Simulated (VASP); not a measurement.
# Zr (P6_3/mmc) in VASP: notebook

Runs on Zr. Level: PBEsol. Tasks: relaxation of cell and atoms.

Everything below comes from runs of VASP 6.6.1. Logs are shortened: lines on timing, memory, paths and dates and some standing lists are left out, and cuts for length are marked.

**1. The cell of the first run**

It takes space group P6_3/mmc (No. 194, hexagonal). The conventional cell has a = 3.184 Å, b = 3.184 Å, c = 5.118 Å, α = 90.00°, β = 90.00°, γ = 120.00°. Within 4.1 Å of Zr (site symmetry -6m2) lie 12 Zr at 3.15 to 3.18 Å.

**2. Relaxation of cell and atoms, PBEsol, target pressure 10 GPa, at which the enthalpy is minimised**

INCAR

```
SYSTEM = Zr
PREC     = Accurate       ! precision mode
ENCUT    = 600            ! plane-wave cutoff, eV
EDIFF    = 1E-6           ! SCF threshold, eV
ISMEAR   = -1             ! smearing method
SIGMA    = 0.08           ! smearing width, eV
LREAL    = .FALSE.        ! projectors in reciprocal space
LASPH    = .TRUE.         ! aspherical terms in the spheres
NELM     = 80             ! most SCF steps
ALGO     = Normal         ! electronic algorithm
ISIF     = 3              ! what is computed and relaxed
LWAVE    = .FALSE.        ! write WAVECAR
LCHARG   = .FALSE.        ! write CHGCAR
GGA      = PS             ! functional
IBRION   = 2              ! ionic algorithm
NSW      = 100            ! ionic steps
EDIFFG   = -0.002         ! ionic threshold
PSTRESS  = 100.0
```

KPOINTS

```
Automatic mesh
0
G
  18 18 10
  0 0 0
```

POSCAR

```
Zr
1.0
    3.1838375151      0.0000000000      0.0000000000
   -1.5919187576      2.7572841696      0.0000000000
    0.0000000000      0.0000000000      5.1180505117
Zr
2
Direct
    0.3333333333      0.6666666667      0.2500000000
    0.6666666667      0.3333333333      0.7500000000
```

Potentials or basis: VASP PAW PBE potentials, release 64 (Zr_sv).

The run is started by

```sh
> cat potpaw_PBE.64/Zr_sv/POTCAR > POTCAR
> mpirun -np 1 vasp_std > vasp.out
```

OUTCAR:

```text
SYSTEM = Zr
   PREC = Accurate
   ENCUT = 600
   EDIFF = 1E-6
   ISMEAR = -1
   LREAL = .FALSE.
   LASPH = .TRUE.
   NELM = 80
   ISIF = 3
   GGA = PS
   IBRION = 2
   NSW = 100
   EDIFFG = -0.002
   PSTRESS = 100.0

 ion  position               nearest neighbor table
   1  0.333  0.667  0.250-   2 3.15   2 3.15   2 3.15   2 3.15   2 3.15   2 3.15
   2  0.667  0.333  0.750-   1 3.15   1 3.15   1 3.15   1 3.15   1 3.15   1 3.15

  LATTYP: Found a hexagonal cell.
 ALAT       =     3.1838375151
 C/A-ratio  =     1.6075099585

  Lattice vectors:

 A1 = (   3.1838375151,   0.0000000000,   0.0000000000)
 A2 = (  -1.5919187576,   2.7572841696,   0.0000000000)
 A3 = (   0.0000000000,   0.0000000000,   5.1180505117)

Analysis of symmetry for initial positions (statically):
=====================================================================
 Subroutine PRICEL returns:
 Original cell was already a primitive cell.

 Routine SETGRP: Setting up the symmetry group for a
 hexagonal supercell.

 Subroutine GETGRP returns: Found 24 space group operations
 (whereof 12 operations were pure point group operations)
 out of a pool of 24 trial point group operations.

The static configuration has the point symmetry D_3d.
 The point group associated with its full space group is D_6h.

Analysis of symmetry for dynamics (positions and initial velocities):
=====================================================================
 Subroutine PRICEL returns:
 Original cell was already a primitive cell.

 Routine SETGRP: Setting up the symmetry group for a
 hexagonal supercell.

 Subroutine GETGRP returns: Found 24 space group operations
 (whereof 12 operations were pure point group operations)
 out of a pool of 24 trial point group operations.

The dynamic configuration has the point symmetry D_3d.
 The point group associated with its full space group is D_6h.

 Subroutine INISYM returns: Found 24 space group operations
 (whereof 12 operations are pure point group operations),
 and found     1 'primitive' translations

----------------------------------------------------------------------------------------

                                     Primitive cell

  volume of cell :      44.9301

  direct lattice vectors                    reciprocal lattice vectors
     3.183837515  0.000000000  0.000000000     0.314086380  0.181337856  0.000000000
    -1.591918758  2.757284170  0.000000000     0.000000000  0.362675712  0.000000000
     0.000000000  0.000000000  5.118050512     0.000000000  0.000000000  0.195386895

  length of vectors
[... 75 lines left out ...]
   ICHARG =      2    charge: 1-file 2-atom 10-const
   ISPIN  =      1    spin polarized calculation?
   LNONCOLLINEAR =      F non collinear calculations
   LSORBIT =      F    spin-orbit coupling
   LASPH  =      T    aspherical Exc in radial PAW
   ENCUT  =  600.0 eV  44.10 Ry    6.64 a.u.   6.36  6.36 10.22*2*pi/ulx,y,z
   NELM   =     80;   NELMIN=  2; NELMDL= -5     # of ELM steps
   EDIFF  = 0.1E-05   stopping-criterion for ELM
   LREAL  =      F    real-space projection
   EDIFFG = -.2E-02   stopping-criterion for IOM
   NSW    =    100    number of steps for IOM
   IBRION =      2    ionic relax: 0-MD 1-quasi-New 2-CG
   NFREE  =      1    steps in history (QN), initial steepest desc. (CG)
   ISIF   =      3    stress and relaxation
   ISYM   =      2    0-nonsym 1-usesym 2-fastsym
   POTIM  = 0.5000    time-step for ionic-motion
   TEBEG  =    0.0;   TEEND  =   0.0 temperature during run
   PSTRESS=  100.0 pullay stress
   NELECT =      24.0000    total number of electrons
   NUPDOWN=      -1.0000    fix difference up-down
   EMIN   =  10.00;   EMAX   =-10.00  energy-range for DOS
   EFERMI =   0.00;   METHOD = LEGACY
   ISMEAR =    -1;   SIGMA  =   0.08  broadening in eV -4-tet -1-fermi 0-gaus
   EFERMI_NEDOS =   21; number of points for ismear=-14 and -15
   IALGO  =     38    algorithm
   IMIX   =      4    mixing-type and parameters
     AMIX     =   0.40;   BMIX     =  1.00
     AMIX_MAG =   1.60;   BMIX_MAG =  1.00
  volume/ion in A,a.u.               =      22.47       151.60
  Fermi-wavevector in a.u.,A,eV,Ry     =   1.328310  2.510143 24.006236  1.764409
  Thomas-Fermi vector in A             =   2.457557
   LORBIT       =      0    0 simple, 1 ext, 2 COOP (PROOUT), +10 PAW based schemes
   GGA     = PS    functional components
   LHFCALC =     F    Hartree Fock is set to
   AEXX    =    0.0000 exact exchange contribution
   IVDW    =     0    specifies the selected vdW correction
   LEPSILON=     F    determine dielectric tensor
   LRPA    =     F    only Hartree local field effects (RPA)
 conjugate gradient relaxation of ions
 non-spin polarized calculation
  energy-cutoff  :      600.00
  volume of cell :       44.93
 maximum number of plane-waves:      1522
 NGX is ok and might be reduce to    28
   NGX = 13   NGY = 13   NGZ = 21

--------------------------------------- Ionic step        1  -------------------------------------------

 number of electron      24.0000000 magnetization

 Free energy of the ion-electron system (eV)
  ---------------------------------------------------
  ext. energy  EPLUGINS =         0.00000000
  ---------------------------------------------------
  free energy    TOTEN  =       -18.18431428 eV

  energy without entropy =      -18.14034108  energy(sigma->0) =      -18.16232768

 E-fermi :   9.2470     XC(G=0): -11.3663

 val. band max:        9.2318211504   @ k =   0.2778   0.2778   0.5000
 cond. band min:       9.2532552106   @ k =   0.3333   0.2778   0.5000
 fundamental gap:      0.0214340602
 Fermi energy:         9.2470025201

 k-point     1 :       0.0000    0.0000    0.0000
  band No.  band energies     occupation
      1     -39.3973      2.00000
      2     -39.2224      2.00000
      3     -18.0064      2.00000
      4     -17.0273      2.00000
      5     -17.0273      2.00000
      6     -16.8866      2.00000
[... 556 lines left out ...]
  energy  without entropy=      -18.0387533379  energy(sigma->0) =      -18.05959572

  enthalpy is  TOTEN    =       -15.5028052089 eV   P V=        2.5776328939

[... ionic steps 4 to 14 ...]

--------------------------------------- Ionic step       15  -------------------------------------------

 number of electron      24.0000000 magnetization

------------------------ aborting loop because EDIFF is reached ----------------------------------------
[... 71 lines left out ...]
--------------------------------------- Ionic step       17  -------------------------------------------

 number of electron      24.0000000 magnetization

 Free energy of the ion-electron system (eV)
  ---------------------------------------------------
  ext. energy  EPLUGINS =         0.00000000
  ---------------------------------------------------
  free energy    TOTEN  =       -18.07216946 eV

  energy without entropy =      -18.02980907  energy(sigma->0) =      -18.05098927

 E-fermi :  10.2833     XC(G=0): -11.7811

 val. band max:       10.2796454119   @ k =   0.1667   0.1111   0.4000
 cond. band min:      10.2878714412   @ k =   0.2222   0.2222   0.5000
 fundamental gap:      0.0082260293
 Fermi energy:        10.2832985191

 k-point     1 :       0.0000    0.0000    0.0000
  band No.  band energies     occupation
      1     -38.2117      2.00000
      2     -37.9737      2.00000
      3     -16.9843      2.00000
      4     -15.7041      2.00000
      5     -15.7041      2.00000
      6     -15.5497      2.00000
[... 480 lines left out ...]
  energy  without entropy=      -18.0298090731  energy(sigma->0) =      -18.05098927

  enthalpy is  TOTEN    =       -15.5044121592 eV   P V=        2.5677573037

 reached required accuracy - stopping structural energy minimisation
```

OSZICAR:

```text
N       E                     dE             d eps       ncg     rms          rms(c)
DAV:   1     0.235478287599E+03    0.23548E+03   -0.14641E+04  7104   0.166E+03
DAV:   2    -0.347789760468E+01   -0.23896E+03   -0.23669E+03  8944   0.437E+02
DAV:   3    -0.186695653518E+02   -0.15192E+02   -0.15070E+02 13384   0.840E+01
[... 123 lines left out ...]
       N       E                     dE             d eps       ncg     rms          rms(c)
DAV:   1    -0.180722029316E+02   -0.63822E-03   -0.17724E-03  7104   0.418E-01    0.441E-02
DAV:   2    -0.180721761666E+02    0.26765E-04   -0.71528E-05  8184   0.756E-02    0.166E-02
DAV:   3    -0.180721695587E+02    0.66079E-05   -0.32432E-05 11576   0.444E-02    0.877E-03
DAV:   4    -0.180721694629E+02    0.95772E-07   -0.78405E-07  4688   0.855E-03
  17 F= -.15504412E+02 E0= -.15483232E+02  d E =0.322824E-06
```

CONTCAR:

```text
Zr
   1.00000000000000
     3.0779396848963665   -0.0000000000219201   -0.0000000000000000
    -1.5389698425155036    2.6655739584500378    0.0000000000000000
     0.0000000000000000   -0.0000000000000000    5.0143392536680986
  Zr
     2
Direct
     0.3333333332999970    0.6666666667000030    0.2500000000000000
     0.6666666667000030    0.3333333332999970    0.7500000000000000

  0.00000000E+00  0.00000000E+00  0.00000000E+00
  0.00000000E+00  0.00000000E+00  0.00000000E+00
```

Wall time 46 min (1 thread of Oxide Virtual Turin-like, shared host); peak memory 0.29 GiB.

Results:

```
Free energy                                                : -18.0722 eV
Relaxed volume                                             : 20.57 Å³/atom
Relaxed cell                                               : a = 3.078 Å, b = 3.078 Å, c = 5.014 Å, α = 90.00°, β = 90.00°, γ = 120.00°
Space group after relaxing (to 0.1 Å)                      : P6_3/mmc (No. 194)
Energy change on relaxing (the run minimises the enthalpy) : +56.1 meV/atom
Ionic steps                                                : 17
Pressure after relaxing                                    : 10.0 GPa
Band gap on the k mesh                                     : zero (bands 12 and 13 overlap by 1.26 eV)
```

Step by step:
| step | energy change (eV) | largest force (eV/Å) | pressure (GPa) | volume (Å³) |
| --- | --- | --- | --- | --- |
| 1 | 0.0000 | 0.0000 | 0.07 | 44.93 |
| 2 | 0.6623 | 0.0000 | 28.96 | 36.47 |
| 3 | 0.1039 | 0.0000 | 9.65 | 41.30 |
| 4 | 0.1102 | 0.0000 | 9.97 | 41.20 |
| 5 | 0.1148 | 0.0000 | 10.20 | 41.12 |
| 6 | 0.1153 | 0.0000 | 10.19 | 41.10 |
| 7 | 0.1163 | 0.0000 | 10.19 | 41.07 |
| 8 | 0.1165 | 0.0000 | 10.19 | 41.07 |
| 9 | 0.1166 | 0.0000 | 10.19 | 41.07 |
| 10 | 0.1071 | 0.0000 | 9.72 | 41.22 |
| 11 | 0.1127 | 0.0000 | 9.99 | 41.13 |
| 12 | 0.1129 | 0.0000 | 9.97 | 41.13 |
| 13 | 0.1147 | 0.0000 | 10.10 | 41.10 |
| 14 | 0.1133 | 0.0000 | 10.09 | 41.12 |
| 15 | 0.1130 | 0.0000 | 10.03 | 41.13 |
| 16 | 0.1128 | 0.0000 | 10.01 | 41.13 |
| 17 | 0.1121 | 0.0000 | 9.99 | 41.14 |

Final structure:
```cif
data_structure
_symmetry_space_group_name_H-M 'P 1'
_symmetry_Int_Tables_number 1
_cell_length_a 3.0779
_cell_length_b 3.0779
_cell_length_c 5.0143
_cell_angle_alpha 90.000
_cell_angle_beta 90.000
_cell_angle_gamma 120.000
_cell_volume 41.14
loop_
_atom_site_label
_atom_site_type_symbol
_atom_site_fract_x
_atom_site_fract_y
_atom_site_fract_z
_atom_site_occupancy
Zr1 Zr 0.33333 0.66667 0.25000 1
Zr2 Zr 0.66667 0.33333 0.75000 1
```

Caveat: the cell is relaxed towards a set pressure, so the run minimises the enthalpy, not the energy; the PAW data sets were made with another functional, which shifts forces and pressure a little.

**3. Relaxation of cell and atoms, PBEsol**

This run uses another cell than the first one, of 23.28 Å³/atom.

INCAR

```
ALGO = Normal
EDIFF = 1E-7
EDIFFG = -0.002
ENCUT = 600
GGA = PS
IBRION = 2
ISIF = 3
ISMEAR = -1
LASPH = True
LCHARG = False
LREAL = False
LWAVE = False
NELM = 80
NSW = 100
PREC = Accurate
SIGMA = 0.08
```

KPOINTS

```
k-points
0
Gamma
  18 18 10
```

POSCAR

```
Zr
1.0
    3.2320000000      0.0000000000      0.0000000000
   -1.6160000000      2.7989941050      0.0000000000
    0.0000000000      0.0000000000      5.1470000000
Zr
2
Direct
    0.3333333333      0.6666666667      0.2500000000
    0.6666666667      0.3333333333      0.7500000000
```

Potentials or basis: VASP PAW PBE potentials, release 64 (Zr_sv).

The run is started by

```sh
> cat potpaw_PBE.64/Zr_sv/POTCAR > POTCAR
> mpirun -np 1 vasp_std > vasp.out
```

OUTCAR:

```text
EDIFF = 1E-7
   EDIFFG = -0.002
   ENCUT = 600
   GGA = PS
   IBRION = 2
   ISIF = 3
   ISMEAR = -1
   LASPH = True
   LREAL = False
   NELM = 80
   NSW = 100
   PREC = Accurate

 ion  position               nearest neighbor table
   1  0.333  0.667  0.250-   2 3.18   2 3.18   2 3.18   2 3.18   2 3.18   2 3.18
   2  0.667  0.333  0.750-   1 3.18   1 3.18   1 3.18   1 3.18   1 3.18   1 3.18

  LATTYP: Found a hexagonal cell.
 ALAT       =     3.2320000000
 C/A-ratio  =     1.5925123762

  Lattice vectors:

 A1 = (   3.2320000000,   0.0000000000,   0.0000000000)
 A2 = (  -1.6160000000,   2.7989941050,   0.0000000000)
 A3 = (   0.0000000000,   0.0000000000,   5.1470000000)

Analysis of symmetry for initial positions (statically):
=====================================================================
 Subroutine PRICEL returns:
[... 366 lines left out ...]
 E-fermi :   9.2379     XC(G=0): -11.3626

 val. band max:        9.2220031583   @ k =   0.2778   0.2778   0.5000
 cond. band min:       9.2433137840   @ k =   0.3333   0.2778   0.5000
 fundamental gap:      0.0213106257
 Fermi energy:         9.2378648565

 k-point     1 :       0.0000    0.0000    0.0000
  band No.  band energies     occupation
      1     -39.4079      2.00000
      2     -39.2336      2.00000
      3     -18.0155      2.00000
      4     -17.0388      2.00000
      5     -17.0388      2.00000
      6     -16.8986      2.00000
[... 433 lines left out ...]
      3     -17.7963      2.00000
      4     -17.6158      2.00000
      5     -17.5313      2.00000
      6     -17.3204      2.00000
[... 8 lines left out ...]
     15      10.6928      0.00000
     16      13.7349      0.00000

 [... further k-points ...]

------------------------ aborting loop because EDIFF is reached ----------------------------------------

  FORCE on cell =-STRESS in cart. coord.  units (eV):
  Direction    XX          YY          ZZ          XY          YZ          ZX
  --------------------------------------------------------------------------------------
  -------------------------------------------------------------------------------------
  Total        0.0007169      0.0007169     -0.0015178      0.0000000     -0.0000000      0.0000000
  in kB        0.0255424      0.0255424     -0.0540792      0.0000000     -0.0000000      0.0000000
  external PRESSURE =      -0.0009981 kB  Pullay stress =       0.0000000 kB
[... 17 lines left out ...]
  FREE ENERGIE OF THE ION-ELECTRON SYSTEM (eV)
  ---------------------------------------------------
  free  energy   TOTEN  =       -18.1849253121 eV

  energy  without entropy=      -18.1409316779  energy(sigma->0) =      -18.16292850

 reached required accuracy - stopping structural energy minimisation
```

Wall time 30 min (1 thread of Oxide Virtual Turin-like, shared host); peak memory 0.29 GiB.

What came out:

- Free energy: -18.1849 eV
- Relaxed volume: 22.48 Å³/atom
- Relaxed cell: a = 3.185 Å, b = 3.185 Å, c = 5.119 Å, α = 90.00°, β = 90.00°, γ = 120.00°
- Space group after relaxing (to 0.1 Å): P6_3/mmc (No. 194)
- Energy gained by relaxing: 8.4 meV/atom
- Ionic steps: 10
- Pressure after relaxing: 0.0 GPa
- Band gap on the k mesh: zero (bands 12 and 13 overlap by 1.22 eV)

The path:
| step | energy change (eV) | largest force (eV/Å) | pressure (GPa) | volume (Å³) |
| --- | --- | --- | --- | --- |
| 1 | 0.0000 | 0.0000 | -3.22 | 46.56 |
| 2 | -0.0004 | 0.0000 | 3.55 | 43.48 |
| 3 | -0.0164 | 0.0000 | 0.01 | 44.99 |
| 4 | -0.0164 | 0.0000 | 0.07 | 44.95 |
| 5 | -0.0168 | 0.0000 | 0.06 | 44.95 |
| 6 | -0.0169 | 0.0000 | 0.05 | 44.94 |
| 7 | -0.0169 | 0.0000 | 0.05 | 44.94 |
| 8 | -0.0169 | 0.0000 | 0.05 | 44.94 |
| 9 | -0.0169 | 0.0000 | -0.05 | 44.99 |
| 10 | -0.0169 | 0.0000 | 0.00 | 44.97 |

Final structure:
```
Zr
1.0
     3.18469    0.00000    0.00000
    -1.59234    2.75802    0.00000
     0.00000    0.00000    5.11942
Zr
2
Direct
  0.33333 0.66667 0.25000
  0.66667 0.33333 0.75000
```

Levels at points of the mesh, in eV from the Fermi level:
| k point | band 10 | band 11 | band 12 | band 13 | band 14 | band 15 |
| --- | --- | --- | --- | --- | --- | --- |
| (0.00, 0.00, 0.00) | -3.12 | 0.90 | 0.90 | 0.96 | 1.27 | 1.60 |
| (0.50, 0.00, 0.00) | -2.55 | -2.24 | -0.08 | 0.60 | 0.79 | 1.50 |
| (0.00, 0.00, 0.50) | -3.98 | 0.02 | 0.02 | 0.81 | 0.81 | 0.81 |
| (0.50, 0.00, 0.50) | -2.96 | -1.13 | -1.13 | 1.79 | 1.79 | 2.33 |

Caveat: the PAW data sets were made with another functional, which shifts forces and pressure a little.

The gap in the log of VASP goes by the Fermi energy; the results here count the filled bands.